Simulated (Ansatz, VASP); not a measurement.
## RbBr in VASP and in Ansatz

POSCAR

```
RbBr
1.0
    0.0000000000      3.4275000000      3.3246750000
    3.4275000000      0.0000000000      3.3246750000
    3.4275000000      3.4275000000      0.0000000000
Rb Br
1 1
Direct
    0.0000000000      0.0000000000      0.0000000000
    0.5000000000      0.5000000000      0.5000000000
```

The input INCAR.step1:

```
PREC = Accurate ; ENCUT = 520
ISMEAR = 0 ; SIGMA = 0.05
LREAL = False ; LASPH = True
NELM = 80 ; NBANDS = 15
GGA = PE ; ALGO = Normal
EDIFF = 1E-4 ; LWAVE = True
LCHARG = False
```

File INCAR.step2:

```
PREC = Accurate ; ENCUT = 520
EDIFF = 1E-7 ; ISMEAR = 0
SIGMA = 0.05 ; LREAL = False
LASPH = True ; NELM = 80
ALGO = Normal ; ISIF = 2
LWAVE = False ; LCHARG = False
METAGGA = R2SCAN ; LMIXTAU = True
NBANDS = 15 ; ISTART = 1
```

KPOINTS

```
Automatic mesh
0
Gamma
  6 6 6
```

Input for Ansatz:

```yaml
crystal:
  lattice:
    - [0.0, 3.4275, 3.324675]
    - [3.4275, 0.0, 3.324675]
    - [3.4275, 3.4275, 0.0]
  atoms:
    - { symbol: Rb, position: [0.0, 0.0, 0.0] }
    - { symbol: Br, position: [0.5, 0.5, 0.5] }
basis:
  ecutwfc: 500
kpoints:
  mp_grid: { grid: [6, 6, 6] }
hamiltonian:
  xc: r2scan
scf:
  occupations: { method: gaussian, width: 0.05 }
output:
  forces: true
  stress: true
  eigenvalues: true
```

Change from the starting cell: strain +0.000 along x and y, -0.030 along z, atoms carried along.

Alike in both runs: task single point; functional r2SCAN; k mesh 6 × 6 × 6; occupations gaussian, width 0.05 eV; no spin polarisation.

|  | VASP | Ansatz |
| --- | --- | --- |
| version | VASP 6.6.1 | Ansatz 0.2.0 |
| potentials or method | VASP PAW PBE potentials, release 64 (Rb_sv, Br), cutoff 520 eV | scalar-relativistic, plane waves, PAW |
| valence electrons in the cell | 16 | 16 |

```csv
,VASP,Ansatz,Ansatz less VASP
gap on the k mesh at the Fermi level (eV),5.01,5.01,+0.001
least direct gap on the mesh (eV),5.01,5.01,+0.001
pressure (GPa),1.1,1.1,-0.02
"traceless stress, the component that is largest in VASP (GPa)",0.91,0.90,-0.009
```

VASP's potentials were made for PBE, not for r2SCAN.
